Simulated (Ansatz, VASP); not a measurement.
# Two plane-wave programs on Si2Ge2Ir

```
Si Ge Ir
1.0
     6.02203    0.00000    0.00000
    -3.01101    5.21523    0.00000
     0.00000    0.00000    8.10732
Si Ge Ir
6 6 3
Direct
  0.23781 0.67297 0.12040
  0.56484 0.32703 0.54626
  0.76219 0.43516 0.21293
  0.43516 0.76219 0.78707
  0.67297 0.23781 0.87960
  0.32703 0.56484 0.45374
  0.23572 0.23985 0.21613
  0.99587 0.76015 0.45054
  0.00413 0.76428 0.88280
  0.76428 0.00413 0.11720
  0.23985 0.23572 0.78387
  0.76015 0.99587 0.54946
  0.45209 0.00000 0.33333
  0.54791 0.54791 0.00000
  0.00000 0.45209 0.66667
```

Alike in both runs: functional PBE; k mesh 3 × 3 × 2; occupations gaussian, width 0.2 eV; no spin polarisation.

Ansatz relaxed the structure, and its values are those at the end. VASP's run is a single point on that final structure, the one shown.

|  | VASP | Ansatz |
| --- | --- | --- |
| version | VASP 6.6.1 | Ansatz 0.2.0 |
| potentials or method | VASP PAW PBE potentials, release 64 (Si, Ge_d, Ir), cutoff 520 eV | scalar-relativistic, plane waves, PAW |
| valence electrons in the cell | 135 | 159 |

|  | VASP | Ansatz | Ansatz less VASP |
| --- | --- | --- | --- |
| gap on the k mesh at the Fermi level (eV) | none | none | - |
| pressure (GPa) | 0.1 | 0.0 | -0.05 |
| rms of the force components (eV/Å) | 0.007 | 0.005 | -0.0017 |

A gap of «none» marks a metal or a gap that the smearing closes. VASP's potentials hold 135 valence electrons a cell and Ansatz's 159, so a difference there can come from the potentials and not from the codes.

The k mesh is coarse, so the values compare programs but aren't converged. Neither program's run includes spin-orbit coupling.
